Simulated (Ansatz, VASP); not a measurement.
# Two plane-wave programs on CaO

```
Ca O
1.0
     0.00000    2.41542    2.41542
     2.41542    0.00000    2.41542
     2.41542    2.41542    0.00000
Ca O
1 1
Direct
  0.50000 0.50000 0.50000
  0.00000 0.00000 0.00000
```

Alike in both runs: task single point; functional r2SCAN; k mesh 12 × 12 × 12; occupations gaussian, width 0.05 eV; no spin polarisation.

```csv
,VASP,Ansatz
version,VASP 6.6.1,Ansatz 0.2.0
potentials or method,"VASP PAW PBE potentials, release 64 (Ca_sv, O_h), cutoff 910 eV","scalar-relativistic, plane waves, PAW"
valence electrons in the cell,16,16
```

|  | VASP | Ansatz | Ansatz less VASP |
| --- | --- | --- | --- |
| gap on the k mesh at the Fermi level (eV) | 4.20 | 4.20 | +0.006 |
| least direct gap on the mesh (eV) | 4.57 | 4.58 | +0.010 |

VASP's potentials were made for PBE, not for r2SCAN. With one functional, cell and mesh, what is left measures potentials, basis and numerics.

Noted on VASP's run: the cutoff is short for stress, so the pressure is rough.
